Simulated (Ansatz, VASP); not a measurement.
Given: the input of a run of Ansatz 0.2.0 on CdS.

Contents of input.yaml:

```yaml
crystal:
  lattice:
    - [0.0, 2.9165, 2.9165]
    - [2.9165, 0.0, 2.9165]
    - [2.9165, 2.9165, 0.0]
  atoms:
    - { symbol: Cd, position: [0.0, 0.0, 0.0] }
    - { symbol: S, position: [0.75, 0.75, 0.75] }
hamiltonian:
  xc: revpbe
  pseudopotentials: { kind: paw }
  dispersion: d3bj
kpoints:
  mp_grid: { grid: [8, 8, 8] }
scf:
  occupations: { method: fermi_dirac, width: 0.05 }
output:
  forces: true
  stress: true
relax:
  f_tol: 0.01
  max_steps: 40
  cell: { stress_tol: 0.05 }
```

Potentials or basis: Ansatz PAW.

The run is started by

```console
$ ansatz run input.yaml --threads 2 --pin off --max-ram 5632MiB --backend cpu --events-out ev --progress --plain --runs-dir out
```

**Question.** Translate it to VASP 6.6.1. Potentials there: VASP PAW PBE potentials, release 64 (Cd, S).

**Answer.** As run (the cutoff follows the program's own potentials):

The input INCAR:

```
SYSTEM = CdS
  ALGO = Normal
  EDIFF = 1E-6
  EDIFFG = -0.01
  ENCUT = 600
  GGA = RE
  IBRION = 2
  ISIF = 3
  ISMEAR = -1
  IVDW = 12
  LASPH = .True.
  LCHARG = .False.
  LREAL = .False.
  LWAVE = .False.
  NELM = 100
  NSW = 60
  PREC = Accurate
  SIGMA = 0.05
```

The input KPOINTS:

```
k-points
0
Gamma
  8 8 8
  0 0 0
```

Contents of POSCAR:

```
CdS
1.0
    0.0000000000      2.9165000000      2.9165000000
    2.9165000000      0.0000000000      2.9165000000
    2.9165000000      2.9165000000      0.0000000000
Cd S
1 1
Direct
    0.0000000000      0.0000000000      0.0000000000
    0.7500000000      0.7500000000      0.7500000000
```

Potentials or basis: VASP PAW PBE potentials, release 64 (Cd, S).

The run is started by

```sh
$ cat potpaw_PBE.64/Cd/POTCAR potpaw_PBE.64/S/POTCAR > POTCAR
$ mpirun -np 1 vasp_std > vasp.out
```

Both were run:

|  | VASP | Ansatz | Ansatz less VASP |
| --- | --- | --- | --- |
| relaxed volume (Å³/atom) | 24.96 | 24.83 | -0.130 |
| relaxed cell length with the largest relative difference (Å) | 4.133 | 4.126 | -0.0072 |

VASP's potentials were made for PBE, not for revPBE. VASP's potentials hold 18 valence electrons a cell and Ansatz's 26, so a difference there can come from the potentials and not from the codes.

Noted on Ansatz's run: the plane-wave basis is chosen anew once the cell has moved, so the energies of steps on either side of that aren't comparable.
